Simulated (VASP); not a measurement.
# ScTl3SbBr3 (P4/mmm) in VASP: further runs

Runs on ScTl3SbBr3. Level: PBE. Tasks: single point.

Everything below comes from runs of VASP 6.6.1. Logs are shortened: lines on timing, memory, paths and dates and some standing lists are left out, and cuts for length are marked.

## (1) The cell of the first run

Symmetry: P4/mmm, No. 123, tetragonal system. The conventional cell has a = 4.514 Å, b = 4.514 Å, c = 14.636 Å, α = 90.00°, β = 90.00°, γ = 90.00°. Within 3.6 Å of Sc (site symmetry 4/mmm) lie 2 Br at 2.70 Å and 4 Sb at 3.19 Å. Within 4.2 Å of Tl (site symmetry 4mm) lie 1 Sb at 3.15 Å and 5 Br at 3.22 to 4.17 Å. Within 4.2 Å of Tl (site symmetry 4/mmm) lie 4 Br at 3.19 Å. Within 4.2 Å of Sb (site symmetry 4/mmm) lie 2 Tl at 3.15 Å and 4 Sc at 3.19 Å and 8 Br at 4.18 Å. Within 3.6 Å of Br (site symmetry 4mm) lie 1 Sc at 2.70 Å and 4 Tl at 3.22 Å. Within 4.2 Å of Br (site symmetry 4/mmm) lie 6 Tl at 3.19 to 4.17 Å.

## (2) Single point, PBE

Contents of INCAR:

```
ALGO = Normal
EDIFF = 1E-7
ENCUT = 520
GGA = PE
ISIF = 2
ISMEAR = 0
LASPH = True
LCHARG = False
LREAL = False
LWAVE = False
NBANDS = 48
NELM = 100
PREC = Accurate
SIGMA = 0.2
```

Contents of KPOINTS:

```
k-points
0
Gamma
  6 6 2
```

Contents of POSCAR:

```
ScTl3SbBr3
1.0
    4.5142343085      0.0000000000      0.0000000000
    0.0000000000      4.5142343085      0.0000000000
    0.0000000000      0.0000000000     14.6363811090
Sc Tl Sb Br
1 3 1 3
Direct
    0.0000000000      0.0000000000      0.0000000000
    0.5000000000      0.5000000000      0.2153769496
    1.0000000000      1.0000000000      0.5000000000
    0.5000000000      0.5000000000      0.7846230504
    0.5000000000      0.5000000000      0.0000000000
    0.0000000000      1.0000000000      0.1847896457
    0.5000000000      0.5000000000      0.5000000000
    1.0000000000      1.0000000000      0.8152103543
```

Potentials or basis: VASP PAW PBE potentials, release 64 (Sc_sv, Tl_d, Sb, Br).

Started as:

```
> cat potpaw_PBE.64/Sc_sv/POTCAR potpaw_PBE.64/Tl_d/POTCAR potpaw_PBE.64/Sb/POTCAR potpaw_PBE.64/Br/POTCAR > POTCAR
> mpirun -np 1 vasp_std > vasp.out
```

OUTCAR:

```text
EDIFF = 1E-7
   ENCUT = 520
   GGA = PE
   ISIF = 2
   ISMEAR = 0
   LASPH = True
   LREAL = False
   NELM = 100
   PREC = Accurate

 ion  position               nearest neighbor table
   1  0.000  0.000  0.000-   6 2.70   8 2.70   5 3.19   5 3.19   5 3.19   5 3.19
   2  0.500  0.500  0.215-   5 3.15   6 3.22   6 3.22   6 3.22   6 3.22
   3  0.000  0.000  0.500-   7 3.19   7 3.19   7 3.19   7 3.19
   4  0.500  0.500  0.785-   5 3.15   8 3.22   8 3.22   8 3.22   8 3.22
   5  0.500  0.500  0.000-   2 3.15   4 3.15   1 3.19   1 3.19   1 3.19   1 3.19
   6  0.000  0.000  0.185-   1 2.70   2 3.22   2 3.22   2 3.22   2 3.22
   7  0.500  0.500  0.500-   3 3.19   3 3.19   3 3.19   3 3.19
   8  0.000  0.000  0.815-   1 2.70   4 3.22   4 3.22   4 3.22   4 3.22

  LATTYP: Found a simple tetragonal cell.
 ALAT       =     4.5142343085
 C/A-ratio  =     3.2422732425

  Lattice vectors:

 A1 = (   4.5142343085,   0.0000000000,   0.0000000000)
 A2 = (   0.0000000000,   4.5142343085,   0.0000000000)
 A3 = (   0.0000000000,   0.0000000000,  14.6363811090)

Analysis of symmetry for initial positions (statically):
=====================================================================
 Subroutine PRICEL returns:
 Original cell was already a primitive cell.

 Routine SETGRP: Setting up the symmetry group for a
 simple tetragonal supercell.

 Subroutine GETGRP returns: Found 16 space group operations
 (whereof 16 operations were pure point group operations)
 out of a pool of 16 trial point group operations.

The static configuration has the point symmetry D_4h.

Analysis of symmetry for dynamics (positions and initial velocities):
=====================================================================
 Subroutine PRICEL returns:
 Original cell was already a primitive cell.

 Routine SETGRP: Setting up the symmetry group for a
 simple tetragonal supercell.

 Subroutine GETGRP returns: Found 16 space group operations
 (whereof 16 operations were pure point group operations)
 out of a pool of 16 trial point group operations.

The dynamic configuration has the point symmetry D_4h.

 Subroutine INISYM returns: Found 16 space group operations
 (whereof 16 operations are pure point group operations),
 and found     1 'primitive' translations

----------------------------------------------------------------------------------------

                                     Primitive cell

  volume of cell :     298.2647

  direct lattice vectors                    reciprocal lattice vectors
     4.514234308  0.000000000  0.000000000     0.221521510  0.000000000  0.000000000
     0.000000000  4.514234308  0.000000000     0.000000000  0.221521510  0.000000000
     0.000000000  0.000000000 14.636381109     0.000000000  0.000000000  0.068322900

  length of vectors
     4.514234308  4.514234308 14.636381109     0.221521510  0.221521510  0.068322900

  position of ions in fractional coordinates (direct lattice)
     0.000000000  0.000000000  0.000000000
     0.500000000  0.500000000  0.215376950
     0.000000000  0.000000000  0.500000000
     0.500000000  0.500000000  0.784623050
     0.500000000  0.500000000  0.000000000
     0.000000000  0.000000000  0.184789646
     0.500000000  0.500000000  0.500000000
     0.000000000  0.000000000  0.815210354

  ion indices of the primitive-cell ions
   primitive index   ion index
                 1           1
                 2           2
                 3           3
                 4           4
                 5           5
                 6           6
                 7           7
                 8           8

----------------------------------------------------------------------------------------

 KPOINTS: k-points

Automatic generation of k-mesh.
 Grid dimensions read from file:
 generate k-points for:    6    6    2

 Generating k-lattice:

  Cartesian coordinates                     Fractional coordinates (reciprocal lattice)
     0.036920252  0.000000000  0.000000000     0.166666667  0.000000000  0.000000000
     0.000000000  0.036920252  0.000000000     0.000000000  0.166666667  0.000000000
     0.000000000  0.000000000  0.034161450     0.000000000  0.000000000  0.500000000

  Length of vectors
     0.036920252  0.036920252  0.034161450

  Shift w.r.t. Gamma in fractional coordinates (k-lattice)
     0.000000000  0.000000000  0.000000000

 Subroutine IBZKPT returns following result:
 ===========================================

 Found     20 irreducible k-points:

 Following reciprocal coordinates:
            Coordinates               Weight
  0.000000  0.000000  0.000000      1.000000
  0.166667  0.000000  0.000000      4.000000
  0.333333  0.000000  0.000000      4.000000
  0.500000  0.000000  0.000000      2.000000
  0.166667  0.166667  0.000000      4.000000
  0.333333  0.166667  0.000000      8.000000
[... 12 lines left out ...]
  0.500000  0.333333  0.500000      4.000000
  0.500000  0.500000  0.500000      1.000000
   k-points           NKPTS =     20   k-points in BZ     NKDIM =     20   number of bands    NBANDS=     48
   number of dos      NEDOS =    301   number of ions     NIONS =      8
   total plane-waves  NPLWV = 145152
   dimension x,y,z NGX =    36 NGY =   36 NGZ =  112
   dimension x,y,z NGXF=    72 NGYF=   72 NGZF=  224
   ions per type =               1   3   1   3
   NGX,Y,Z   is equivalent  to a cutoff of  13.26, 13.26, 12.72 a.u.
   NGXF,Y,Z  is equivalent  to a cutoff of  26.52, 26.52, 25.44 a.u.
 SYSTEM =  unknown system
   PREC   = accura    normal or accurate (medium, high low for compatibility)
   ISTART =      0    job   : 0-new  1-cont  2-samecut
   ICHARG =      2    charge: 1-file 2-atom 10-const
   ISPIN  =      1    spin polarized calculation?
   LNONCOLLINEAR =      F non collinear calculations
   LSORBIT =      F    spin-orbit coupling
   LASPH  =      T    aspherical Exc in radial PAW
   ENCUT  =  520.0 eV  38.22 Ry    6.18 a.u.   8.39  8.39 27.21*2*pi/ulx,y,z
   NELM   =    100;   NELMIN=  2; NELMDL= -5     # of ELM steps
   EDIFF  = 0.1E-06   stopping-criterion for ELM
   LREAL  =      F    real-space projection
   EDIFFG = 0.1E-05   stopping-criterion for IOM
   NSW    =      0    number of steps for IOM
   IBRION =     -1    ionic relax: 0-MD 1-quasi-New 2-CG
   NFREE  =      0    steps in history (QN), initial steepest desc. (CG)
   ISIF   =      2    stress and relaxation
   ISYM   =      2    0-nonsym 1-usesym 2-fastsym
   POTIM  = 0.5000    time-step for ionic-motion
   TEBEG  =    0.0;   TEEND  =   0.0 temperature during run
   PSTRESS=    0.0 pullay stress
   NELECT =      76.0000    total number of electrons
   NUPDOWN=      -1.0000    fix difference up-down
   EMIN   =  10.00;   EMAX   =-10.00  energy-range for DOS
   EFERMI =   0.00;   METHOD = LEGACY
   ISMEAR =     0;   SIGMA  =   0.20  broadening in eV -4-tet -1-fermi 0-gaus
   EFERMI_NEDOS =   21; number of points for ismear=-14 and -15
   IALGO  =     38    algorithm
   IMIX   =      4    mixing-type and parameters
     AMIX     =   0.40;   BMIX     =  1.00
     AMIX_MAG =   1.60;   BMIX_MAG =  1.00
  volume/ion in A,a.u.               =      37.28       251.60
  Fermi-wavevector in a.u.,A,eV,Ry     =   1.037876  1.961301 14.656008  1.077186
  Thomas-Fermi vector in A             =   2.172334
   LORBIT       =      0    0 simple, 1 ext, 2 COOP (PROOUT), +10 PAW based schemes
   GGA     = PE    functional components
   LHFCALC =     F    Hartree Fock is set to
   AEXX    =    0.0000 exact exchange contribution
   IVDW    =     0    specifies the selected vdW correction
   LEPSILON=     F    determine dielectric tensor
   LRPA    =     F    only Hartree local field effects (RPA)
 non-spin polarized calculation
 Gauss-broadening in eV      SIGMA  =   0.20
  energy-cutoff  :      520.00
  volume of cell :      298.26
 maximum number of plane-waves:      8094
 NGX is ok and might be reduce to    36
   NGX = 17   NGY = 17   NGZ = 55

 number of electron      76.0000006 magnetization

 Free energy of the ion-electron system (eV)
  ---------------------------------------------------
  ext. energy  EPLUGINS =         0.00000000
  ---------------------------------------------------
  free energy    TOTEN  =       -28.32563737 eV

  energy without entropy =      -28.31834608  energy(sigma->0) =      -28.32199172

 E-fermi :   3.2092     XC(G=0):  -7.9749

 val. band max:        3.0843668436   @ k =   0.0000   0.0000   0.5000
 cond. band min:       3.2542043494   @ k =   0.0000   0.0000   0.5000
 fundamental gap:      0.1698375057
 Fermi energy:         3.2091898551

 k-point     1 :       0.0000    0.0000    0.0000
  band No.  band energies     occupation
      1     -47.7040      2.00000
      2     -26.4025      2.00000
      3     -26.2323      2.00000
      4     -26.2323      2.00000
      5     -12.9133      2.00000
      6     -12.8522      2.00000
[... 40 lines left out ...]
     47       7.5892      0.00000
     48       7.6165      0.00000

 k-point     2 :       0.1667    0.0000    0.0000
  band No.  band energies     occupation
      1     -47.7039      2.00000
      2     -26.4024      2.00000
      3     -26.2338      2.00000
      4     -26.2320      2.00000
      5     -12.8894      2.00000
      6     -12.8285      2.00000
[... 40 lines left out ...]
     47       6.3330      0.00000
     48       6.6745      0.00000

 k-point     3 :       0.3333    0.0000    0.0000
  band No.  band energies     occupation
      1     -47.7038      2.00000
      2     -26.4022      2.00000
      3     -26.2366      2.00000
      4     -26.2314      2.00000
      5     -12.8405      2.00000
      6     -12.7802      2.00000
[... 40 lines left out ...]
     47       5.7944      0.00000
     48       5.9702      0.00000

 k-point     4 :       0.5000    0.0000    0.0000
  band No.  band energies     occupation
      1     -47.7038      2.00000
      2     -26.4021      2.00000
      3     -26.2380      2.00000
      4     -26.2311      2.00000
      5     -12.8155      2.00000
      6     -12.7554      2.00000
[... 754 lines left out ...]
     47       5.8699      0.00000
     48       6.2435      0.00000

 k-point    19 :       0.5000    0.3333    0.5000
  band No.  band energies     occupation
      1     -47.7036      2.00000
      2     -26.4018      2.00000
      3     -26.2374      2.00000
      4     -26.2357      2.00000
      5     -12.8094      2.00000
      6     -12.7510      2.00000
[... 40 lines left out ...]
     47       6.0854      0.00000
     48       6.1500      0.00000

 k-point    20 :       0.5000    0.5000    0.5000
  band No.  band energies     occupation
      1     -47.7036      2.00000
      2     -26.4017      2.00000
      3     -26.2372      2.00000
      4     -26.2372      2.00000
      5     -12.8074      2.00000
      6     -12.7495      2.00000
[... 40 lines left out ...]
     47       6.3162      0.00000
     48       6.4967      0.00000

------------------------ aborting loop because EDIFF is reached ----------------------------------------

  FORCE on cell =-STRESS in cart. coord.  units (eV):
  Direction    XX          YY          ZZ          XY          YZ          ZX
  --------------------------------------------------------------------------------------
  -------------------------------------------------------------------------------------
  Total        0.0126995      0.0126995     -0.0062073      0.0000000      0.0000000     -0.0000000
  in kB        0.0682172      0.0682172     -0.0333437      0.0000000      0.0000000     -0.0000000
  external PRESSURE =       0.0343636 kB  Pullay stress =       0.0000000 kB

 VOLUME and BASIS-vectors are now :
 -----------------------------------------------------------------------------
  energy-cutoff  :      520.00
  volume of cell :      298.26
      direct lattice vectors                 reciprocal lattice vectors
     4.514234308  0.000000000  0.000000000     0.221521510  0.000000000  0.000000000
     0.000000000  4.514234308  0.000000000     0.000000000  0.221521510  0.000000000
     0.000000000  0.000000000 14.636381109     0.000000000  0.000000000  0.068322900

 POSITION                                       TOTAL-FORCE (eV/Angst)
 -----------------------------------------------------------------------------------
      0.00000      0.00000      0.00000         0.000000      0.000000      0.000000
      2.25712      2.25712      3.15234         0.000000      0.000000     -0.002935
      0.00000      0.00000      7.31819         0.000000      0.000000      0.000000
      2.25712      2.25712     11.48404         0.000000      0.000000      0.002935
      2.25712      2.25712      0.00000         0.000000      0.000000      0.000000
      0.00000      0.00000      2.70465         0.000000     -0.000000      0.019466
      2.25712      2.25712      7.31819         0.000000      0.000000      0.000000
      0.00000      0.00000     11.93173        -0.000000      0.000000     -0.019466
 -----------------------------------------------------------------------------------
    total drift:                                0.000000      0.000000      0.000000

  FREE ENERGIE OF THE ION-ELECTRON SYSTEM (eV)
  ---------------------------------------------------
  free  energy   TOTEN  =       -28.3256373654 eV

  energy  without entropy=      -28.3183460774  energy(sigma->0) =      -28.32199172
```

Wall time 11 min (1 thread of Intel Xeon 8259CL, shared host); peak memory 0.57 GiB.

What came out:

```yaml
Free_energy: -28.3256 eV
Pressure: 0.0 GPa
Largest_force: 0.019 eV/Å
Band_gap_on_the_k_mesh: 0.17 eV
```

Forces in eV/Å, atoms in the order of the input:
```
Sc   0.000  0.000  0.000
Tl   0.000  0.000 -0.003
Tl   0.000  0.000  0.000
Tl   0.000  0.000  0.003
Sb   0.000  0.000  0.000
Br   0.000  0.000  0.019
Br   0.000  0.000  0.000
Br   0.000  0.000 -0.019
```

Levels at points of the mesh, in eV from the valence-band top:
| k point | band 34 | band 35 | band 36 | band 37 | band 38 | band 39 | band 40 | band 41 | band 42 | band 43 |
| --- | --- | --- | --- | --- | --- | --- | --- | --- | --- | --- |
| (0.00, 0.00, 0.00) | -3.62 | -3.50 | -0.49 | 0.00 | 0.00 | 0.17 | 0.89 | 1.13 | 1.13 | 1.54 |
| (0.50, 0.00, 0.00) | -2.20 | -2.18 | -1.67 | -1.25 | -1.21 | 0.55 | 0.91 | 1.21 | 1.26 | 1.37 |
| (0.50, 0.50, 0.00) | -4.04 | -3.16 | -1.72 | -1.72 | -0.45 | 0.75 | 0.75 | 1.20 | 1.55 | 1.63 |
| (0.00, 0.00, 0.50) | -3.62 | -3.50 | -0.60 | 0.00 | 0.00 | 0.17 | 0.89 | 1.13 | 1.13 | 1.19 |
| (0.50, 0.00, 0.50) | -2.27 | -2.10 | -1.67 | -1.30 | -1.25 | 0.67 | 0.90 | 0.99 | 1.21 | 1.36 |
| (0.50, 0.50, 0.50) | -4.02 | -3.11 | -1.72 | -1.72 | -0.55 | 0.75 | 0.75 | 1.19 | 1.55 | 1.65 |

Caveat: spin-orbit coupling is left out, which moves the levels of the heavy elements. A k mesh can miss the band edges.

## (3) Single point, PBE, collinear spin

This run uses another cell than the first one, of 35.18 Å³/atom.

Contents of INCAR:

```
PREC = Accurate
ENCUT = 520
EDIFF = 1E-7
ISMEAR = 0
SIGMA = 0.1
LREAL = False
LASPH = True
NELM = 150
ALGO = Normal
ISIF = 2
LWAVE = False
LCHARG = False
ISPIN = 2
MAGMOM = 1 0 0 0 0 0 0 0
LORBIT = 11
LMAXMIX = 4
GGA = PE
NBANDS = 52
```

Contents of KPOINTS:

```
regular mesh
0
Gamma
  4 4 1
```

Contents of POSCAR:

```
ScTl3SbBr3
1.0
    4.2096975097      0.0000000000      0.0000000000
    0.0000000000      4.2096975097      0.0000000000
    0.0000000000      0.0000000000     15.8804414900
Sc Tl Sb Br
1 3 1 3
Direct
    0.0000000000      0.0000000000      0.0000000000
    0.0000000000      0.0000000000      0.2049787126
    0.5000000000      0.5000000000      0.5000000000
    0.0000000000      0.0000000000      0.7950212874
    0.5000000000      0.5000000000      0.0000000000
    0.5000000000      0.5000000000      0.2785653062
    0.0000000000      0.0000000000      0.5000000000
    0.5000000000      0.5000000000      0.7214346938
```

Potentials or basis: VASP PAW PBE potentials, release 64 (Sc_sv, Tl_d, Sb, Br).

Started as:

```
> cat potpaw_PBE.64/Sc_sv/POTCAR potpaw_PBE.64/Tl_d/POTCAR potpaw_PBE.64/Sb/POTCAR potpaw_PBE.64/Br/POTCAR > POTCAR
> mpirun -np 1 vasp_std > vasp.out
```

Wall time 7.4 min (1 thread of Intel Xeon 8259CL, shared host); peak memory 0.52 GiB.

It converged, with:

```
Free energy                                           : -26.8740 eV
Pressure                                              : 0.1 GPa
Largest force                                         : 0.139 eV/Å
Band gap on the k mesh                                : zero (filled and empty bands overlap)
Net moment                                            : 0.00 μB per cell
Valence electrons inside the program's atomic spheres : Sc 9.25; Tl 11.11, 11.17 (each value once); Sb 2.48; Br 4.84, 4.87 (each value once)
```

Forces on the atoms (eV/Å):
```
Sc   0.000  0.000  0.000
Tl   0.000  0.000 -0.088
Tl   0.000  0.000  0.000
Tl   0.000  0.000  0.088
Sb   0.000  0.000  0.000
Br   0.000  0.000  0.139
Br   0.000  0.000  0.000
Br   0.000  0.000 -0.139
```

Levels at points of the mesh, in eV from the Fermi level:
Spin up:
| k point | band 36 | band 37 | band 38 | band 39 | band 40 | band 41 |
| --- | --- | --- | --- | --- | --- | --- |
| (0.00, 0.00, 0.00) | -1.63 | -0.28 | -0.10 | -0.01 | -0.01 | 0.95 |
| (0.50, 0.00, 0.00) | -1.60 | -1.51 | 0.04 | 0.74 | 1.02 | 1.41 |
| (0.50, 0.50, 0.00) | -2.47 | -2.47 | -0.07 | 0.03 | 0.12 | 0.12 |
Spin down:
| k point | band 36 | band 37 | band 38 | band 39 | band 40 | band 41 |
| --- | --- | --- | --- | --- | --- | --- |
| (0.00, 0.00, 0.00) | -1.63 | -0.28 | -0.10 | -0.01 | -0.01 | 0.95 |
| (0.50, 0.00, 0.00) | -1.60 | -1.51 | 0.04 | 0.74 | 1.02 | 1.41 |
| (0.50, 0.50, 0.00) | -2.47 | -2.47 | -0.07 | 0.03 | 0.12 | 0.12 |

Caveat: the k points lie up to 0.40 Å⁻¹ apart; spin-orbit coupling is left out, which moves the levels of the heavy elements.
